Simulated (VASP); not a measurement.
# GaBPb (P4/nmm) in VASP: single point with r2SCAN

Aim: the single point of GaBPb with r2SCAN.

All numbers are computed with VASP 6.6.1; they aren't measurements. Logs are shortened: lines on timing, memory, paths and dates and some standing lists are left out, and cuts for length are marked.

## Step 1: The cell of the first run

It takes space group P4/nmm (No. 129, tetragonal). The conventional cell has a = 3.321 Å, b = 3.321 Å, c = 8.374 Å, α = 90.00°, β = 90.00°, γ = 90.00°. Within 3.5 Å of Pb (site symmetry 4mm) lie 5 B at 2.64 to 2.65 Å and 5 Ga at 2.81 to 2.97 Å and 4 Pb at 3.32 Å. Within 3.6 Å of Ga (site symmetry 4mm) lie 8 Ga at 2.75 to 3.32 Å and 1 B at 2.76 Å and 5 Pb at 2.81 to 2.97 Å. B (site symmetry 4mm) has 5 Pb at 2.64 to 2.65 Å and 8 B at 2.74 to 3.32 Å and 1 Ga at 2.76 Å within 3.5 Å.

## Step 2: Single point, r2SCAN

The input, POSCAR:

```
GaBPb
1.0
    3.3210780000      0.0000000000      0.0000000000
    0.0000000000      3.3210780000      0.0000000000
    0.0000000000      0.0000000000      8.3739160000
Pb Ga B
2 2 2
Direct
    0.7500000000      0.7500000000      0.7306300000
    0.2500000000      0.2500000000      0.2693700000
    0.2500000000      0.2500000000      0.9146000000
    0.7500000000      0.7500000000      0.0854000000
    0.7500000000      0.7500000000      0.4152000000
    0.2500000000      0.2500000000      0.5848000000
```

The input, INCAR.step1:

```
ALGO     = Normal         # electronic algorithm
EDIFF    = 1E-4           # SCF threshold, eV
ENCUT    = 520            # plane-wave cutoff, eV
GGA      = PE             # functional
ISMEAR   = -1             # smearing method
LASPH    = True           # aspherical terms in the spheres
LCHARG   = False          # write CHGCAR
LREAL    = False          # projectors in reciprocal space
LWAVE    = True           # write WAVECAR
NBANDS   = 39             # bands
NELM     = 80             # most SCF steps
PREC     = Accurate       # precision mode
SIGMA    = 0.0289         # smearing width, eV
```

The input, INCAR.step2:

```
ALGO     = Normal         # electronic algorithm
EDIFF    = 1E-6           # SCF threshold, eV
ENCUT    = 520            # plane-wave cutoff, eV
ISIF     = 2              # what is computed and relaxed
ISMEAR   = -1             # smearing method
ISTART   = 1            
LASPH    = True           # aspherical terms in the spheres
LCHARG   = False          # write CHGCAR
LMIXTAU  = True         
LREAL    = False          # projectors in reciprocal space
LWAVE    = False          # write WAVECAR
METAGGA  = R2SCAN         # meta-GGA
NBANDS   = 39             # bands
NELM     = 80             # most SCF steps
PREC     = Accurate       # precision mode
SIGMA    = 0.0289         # smearing width, eV
```

The input, KPOINTS:

```
k-points
0
Gamma
  10 10 4
```

Potentials or basis: VASP PAW PBE potentials, release 64 (Pb_d, Ga_d, B).

The run is started by

```console
$ cat potpaw_PBE.64/Pb_d/POTCAR potpaw_PBE.64/Ga_d/POTCAR potpaw_PBE.64/B/POTCAR > POTCAR
$ cp INCAR.step1 INCAR
$ mpirun -np 1 vasp_std > vasp.out
$ cp INCAR.step2 INCAR
$ mpirun -np 1 vasp_std > vasp.out
```

OUTCAR:

```text
EDIFF = 1E-6
   ENCUT = 520
   ISIF = 2
   ISMEAR = -1
   ISTART = 1
   LASPH = True
   LREAL = False
   METAGGA = R2SCAN
   NELM = 80
   PREC = Accurate

 ion  position               nearest neighbor table
   1  0.750  0.750  0.731-   5 2.64   6 2.65   6 2.65   6 2.65   6 2.65   3 2.81   3 2.81   3 2.81
                             3 2.81   4 2.97
   2  0.250  0.250  0.269-   6 2.64   5 2.65   5 2.65   5 2.65   5 2.65   4 2.81   4 2.81   4 2.81
                             4 2.81   3 2.97
   3  0.250  0.250  0.915-   4 2.75   4 2.75   4 2.75   4 2.75   1 2.81   1 2.81   1 2.81   1 2.81
                             2 2.97
   4  0.750  0.750  0.085-   3 2.75   3 2.75   3 2.75   3 2.75   2 2.81   2 2.81   2 2.81   2 2.81
                             1 2.97
   5  0.750  0.750  0.415-   1 2.64   2 2.65   2 2.65   2 2.65   2 2.65
   6  0.250  0.250  0.585-   2 2.64   1 2.65   1 2.65   1 2.65   1 2.65

  LATTYP: Found a simple tetragonal cell.
 ALAT       =     3.3210780000
 C/A-ratio  =     2.5214451452

  Lattice vectors:

 A1 = (   3.3210780000,   0.0000000000,   0.0000000000)
 A2 = (   0.0000000000,   3.3210780000,   0.0000000000)
 A3 = (   0.0000000000,   0.0000000000,   8.3739160000)

Analysis of symmetry for initial positions (statically):
=====================================================================
 Subroutine PRICEL returns:
 Original cell was already a primitive cell.

 Routine SETGRP: Setting up the symmetry group for a
 simple tetragonal supercell.

 Subroutine GETGRP returns: Found 16 space group operations
 (whereof  4 operations were pure point group operations)
 out of a pool of 16 trial point group operations.

The static configuration has the point symmetry C_2h.
 The point group associated with its full space group is D_4h.

Analysis of symmetry for dynamics (positions and initial velocities):
=====================================================================
 Subroutine PRICEL returns:
 Original cell was already a primitive cell.

 Routine SETGRP: Setting up the symmetry group for a
 simple tetragonal supercell.

 Subroutine GETGRP returns: Found 16 space group operations
 (whereof  4 operations were pure point group operations)
 out of a pool of 16 trial point group operations.

The dynamic configuration has the point symmetry C_2h.
 The point group associated with its full space group is D_4h.

 Subroutine INISYM returns: Found 16 space group operations
 (whereof  4 operations are pure point group operations),
 and found     1 'primitive' translations

----------------------------------------------------------------------------------------

                                     Primitive cell

  volume of cell :      92.3606

  direct lattice vectors                    reciprocal lattice vectors
     3.321078000  0.000000000  0.000000000     0.301107050  0.000000000  0.000000000
     0.000000000  3.321078000  0.000000000     0.000000000  0.301107050  0.000000000
     0.000000000  0.000000000  8.373916000     0.000000000  0.000000000  0.119418442

  length of vectors
     3.321078000  3.321078000  8.373916000     0.301107050  0.301107050  0.119418442

  position of ions in fractional coordinates (direct lattice)
     0.750000000  0.750000000  0.730630000
     0.250000000  0.250000000  0.269370000
     0.250000000  0.250000000  0.914600000
     0.750000000  0.750000000  0.085400000
     0.750000000  0.750000000  0.415200000
     0.250000000  0.250000000  0.584800000

  ion indices of the primitive-cell ions
   primitive index   ion index
                 1           1
                 2           2
                 3           3
                 4           4
                 5           5
                 6           6

----------------------------------------------------------------------------------------

 KPOINTS: k-points

Automatic generation of k-mesh.
 Grid dimensions read from file:
 generate k-points for:   10   10    4

 Generating k-lattice:

  Cartesian coordinates                     Fractional coordinates (reciprocal lattice)
     0.030110705  0.000000000  0.000000000     0.100000000  0.000000000  0.000000000
     0.000000000  0.030110705  0.000000000     0.000000000  0.100000000  0.000000000
     0.000000000  0.000000000  0.029854610     0.000000000  0.000000000  0.250000000

  Length of vectors
     0.030110705  0.030110705  0.029854610

  Shift w.r.t. Gamma in fractional coordinates (k-lattice)
     0.000000000  0.000000000  0.000000000

 Subroutine IBZKPT returns following result:
 ===========================================

 Found     63 irreducible k-points:

 Following reciprocal coordinates:
            Coordinates               Weight
  0.000000  0.000000  0.000000      1.000000
  0.100000  0.000000  0.000000      4.000000
  0.200000  0.000000  0.000000      4.000000
  0.300000  0.000000  0.000000      4.000000
  0.400000  0.000000  0.000000      4.000000
  0.500000  0.000000  0.000000      2.000000
[... 16 lines left out ...]
  0.100000  0.000000  0.250000      8.000000
  0.200000  0.000000  0.250000      8.000000
 [... further k-points ...]
   k-points           NKPTS =     63   k-points in BZ     NKDIM =     63   number of bands    NBANDS=     39
   number of dos      NEDOS =    301   number of ions     NIONS =      6
   total plane-waves  NPLWV =  50176
   dimension x,y,z NGX =    28 NGY =   28 NGZ =   64
   dimension x,y,z NGXF=    56 NGYF=   56 NGZF=  128
   ions per type =               2   2   2
   NGX,Y,Z   is equivalent  to a cutoff of  14.02, 14.02, 12.71 a.u.
   NGXF,Y,Z  is equivalent  to a cutoff of  28.03, 28.03, 25.41 a.u.
 SYSTEM =  unknown system
   PREC   = accura    normal or accurate (medium, high low for compatibility)
   ISTART =      1    job   : 0-new  1-cont  2-samecut
   ICHARG =      0    charge: 1-file 2-atom 10-const
   ISPIN  =      1    spin polarized calculation?
   LNONCOLLINEAR =      F non collinear calculations
   LSORBIT =      F    spin-orbit coupling
   LASPH  =      T    aspherical Exc in radial PAW
   ENCUT  =  520.0 eV  38.22 Ry    6.18 a.u.   6.18  6.18 15.57*2*pi/ulx,y,z
   NELM   =     80;   NELMIN=  2; NELMDL=  0     # of ELM steps
   EDIFF  = 0.1E-05   stopping-criterion for ELM
   LREAL  =      F    real-space projection
   EDIFFG = 0.1E-04   stopping-criterion for IOM
   NSW    =      0    number of steps for IOM
   IBRION =     -1    ionic relax: 0-MD 1-quasi-New 2-CG
   NFREE  =      0    steps in history (QN), initial steepest desc. (CG)
   ISIF   =      2    stress and relaxation
   ISYM   =      2    0-nonsym 1-usesym 2-fastsym
   POTIM  = 0.5000    time-step for ionic-motion
   TEBEG  =    0.0;   TEEND  =   0.0 temperature during run
   PSTRESS=    0.0 pullay stress
   NELECT =      60.0000    total number of electrons
   NUPDOWN=      -1.0000    fix difference up-down
   EMIN   =  10.00;   EMAX   =-10.00  energy-range for DOS
   EFERMI =   0.00;   METHOD = LEGACY
   ISMEAR =    -1;   SIGMA  =   0.03  broadening in eV -4-tet -1-fermi 0-gaus
   EFERMI_NEDOS =   21; number of points for ismear=-14 and -15
   IALGO  =     38    algorithm
   IMIX   =      4    mixing-type and parameters
     AMIX     =   0.40;   BMIX     =  1.00
     AMIX_MAG =   1.60;   BMIX_MAG =  1.00
  volume/ion in A,a.u.               =      15.39       103.88
  Fermi-wavevector in a.u.,A,eV,Ry     =   1.417848  2.679344 27.351695  2.010293
  Thomas-Fermi vector in A             =   2.539035
   LORBIT       =      0    0 simple, 1 ext, 2 COOP (PROOUT), +10 PAW based schemes
   METAGGA = R2SCAN    functional components
   LHFCALC =     F    Hartree Fock is set to
   AEXX    =    0.0000 exact exchange contribution
   IVDW    =     0    specifies the selected vdW correction
   LEPSILON=     F    determine dielectric tensor
   LRPA    =     F    only Hartree local field effects (RPA)
 non-spin polarized calculation
  energy-cutoff  :      520.00
  volume of cell :       92.36
 maximum number of plane-waves:      2520
 NGX is ok and might be reduce to    28
   NGX = 13   NGY = 13   NGZ = 31

 number of electron      60.0000006 magnetization

 Free energy of the ion-electron system (eV)
  ---------------------------------------------------
  ext. energy  EPLUGINS =         0.00000000
  ---------------------------------------------------
  free energy    TOTEN  =      -141.35983038 eV

  energy without entropy =     -141.35380945  energy(sigma->0) =     -141.35681992

 E-fermi :   8.9802     XC(G=0): -12.8796

 val. band max:        8.9612491200   @ k =   0.4000   0.3000   0.2500
 cond. band min:       8.9841237535   @ k =   0.4000   0.1000   0.5000
 fundamental gap:      0.0228746336
 Fermi energy:         8.9801566530

 k-point     1 :       0.0000    0.0000    0.0000
  band No.  band energies     occupation
      1      -9.2310      2.00000
      2      -9.2211      2.00000
      3      -9.0936      2.00000
      4      -9.0697      2.00000
      5      -8.8238      2.00000
      6      -8.8238      2.00000
[... 31 lines left out ...]
     38      15.6256      0.00000
     39      15.6256      0.00000

 k-point     2 :       0.1000    0.0000    0.0000
  band No.  band energies     occupation
      1      -9.2050      2.00000
      2      -9.1956      2.00000
      3      -9.0710      2.00000
      4      -9.0490      2.00000
      5      -8.8463      2.00000
      6      -8.8418      2.00000
[... 31 lines left out ...]
     38      15.4826      0.00000
     39      15.6449      0.00000

 k-point     3 :       0.2000    0.0000    0.0000
  band No.  band energies     occupation
      1      -9.1602      2.00000
      2      -9.1511      2.00000
      3      -8.9904      2.00000
      4      -8.9746      2.00000
      5      -8.9072      2.00000
      6      -8.9046      2.00000
[... 31 lines left out ...]
     38      15.0758      0.00000
     39      17.1976      0.00000

 k-point     4 :       0.3000    0.0000    0.0000
  band No.  band energies     occupation
      1      -9.1286      2.00000
      2      -9.1217      2.00000
      3      -8.9853      2.00000
      4      -8.9787      2.00000
      5      -8.9027      2.00000
      6      -8.9013      2.00000
[... 31 lines left out ...]
     38      15.3052      0.00000
     39      16.5310      0.00000
[... 754 lines left out ...]
     38      15.0197      0.00000
     39      15.0197      0.00000

 k-point    23 :       0.1000    0.0000    0.2500
  band No.  band energies     occupation
      1      -9.2038      2.00000
      2      -9.1969      2.00000
      3      -9.0725      2.00000
      4      -9.0471      2.00000
      5      -8.8535      2.00000
      6      -8.8342      2.00000
[... 31 lines left out ...]
     38      15.2037      0.00000
     39      15.7791      0.00000

 k-point    24 :       0.2000    0.0000    0.2500
  band No.  band energies     occupation
      1      -9.1590      2.00000
      2      -9.1523      2.00000
      3      -8.9936      2.00000
      4      -8.9749      2.00000
      5      -8.9113      2.00000
      6      -8.8961      2.00000
[... 31 lines left out ...]
     38      14.8898      0.00000
     39      16.9986      0.00000

 [... further k-points ...]

------------------------ aborting loop because EDIFF is reached ----------------------------------------

  FORCE on cell =-STRESS in cart. coord.  units (eV):
  Direction    XX          YY          ZZ          XY          YZ          ZX
  --------------------------------------------------------------------------------------
  -------------------------------------------------------------------------------------
  Total       14.0148023     14.0148023      9.9983774      0.0000000     -0.0000000      0.0000000
  in kB      243.1144689    243.1144689    173.4416348      0.0000000     -0.0000000      0.0000000
  external PRESSURE =     219.8901909 kB  Pullay stress =       0.0000000 kB

 VOLUME and BASIS-vectors are now :
 -----------------------------------------------------------------------------
  energy-cutoff  :      520.00
  volume of cell :       92.36
      direct lattice vectors                 reciprocal lattice vectors
     3.321078000  0.000000000  0.000000000     0.301107050  0.000000000  0.000000000
     0.000000000  3.321078000  0.000000000     0.000000000  0.301107050  0.000000000
     0.000000000  0.000000000  8.373916000     0.000000000  0.000000000  0.119418442

 POSITION                                       TOTAL-FORCE (eV/Angst)
 -----------------------------------------------------------------------------------
      2.49081      2.49081      6.11823        -0.000000     -0.000000     -2.683802
      0.83027      0.83027      2.25568        -0.000000      0.000000      2.683802
      0.83027      0.83027      7.65878         0.000000     -0.000000      0.863799
      2.49081      2.49081      0.71513         0.000000      0.000000     -0.863799
      2.49081      2.49081      3.47685        -0.000000     -0.000000      0.711373
      0.83027      0.83027      4.89707        -0.000000     -0.000000     -0.711373
 -----------------------------------------------------------------------------------
    total drift:                                0.000000     -0.000000      0.000000

  FREE ENERGIE OF THE ION-ELECTRON SYSTEM (eV)
  ---------------------------------------------------
  free  energy   TOTEN  =      -141.3598303788 eV

  energy  without entropy=     -141.3538094519  energy(sigma->0) =     -141.35681992
```

Wall time 8.2 min (1 thread of Intel Xeon Platinum 8488C (Sapphire Rapids), shared host); peak memory 0.37 GiB.

Results:

| Quantity | Value |
| --- | --- |
| Free energy | -141.3598 eV |
| Pressure | 22.0 GPa |
| Largest force | 2.684 eV/Å |
| Band gap on the k mesh | zero (bands 30 and 31 overlap by 4.95 eV) |

Forces in eV/Å, atoms in the order of the input:
```
Pb   0.000  0.000 -2.684
Pb   0.000  0.000  2.684
Ga   0.000  0.000  0.864
Ga   0.000  0.000 -0.864
B    0.000  0.000  0.711
B    0.000  0.000 -0.711
```

Stress tensor (GPa, compression positive):
```
24.31  0.00  0.00
 0.00 24.31  0.00
 0.00  0.00 17.34
```

Caveat: the stress differs along the axes, from 17 to 24 GPa; the PAW data sets were made with another functional, which shifts forces and pressure a little; spin-orbit coupling is left out, which moves the levels of the heavy elements.

The gap in the log of VASP goes by the Fermi energy; the results here count the filled bands.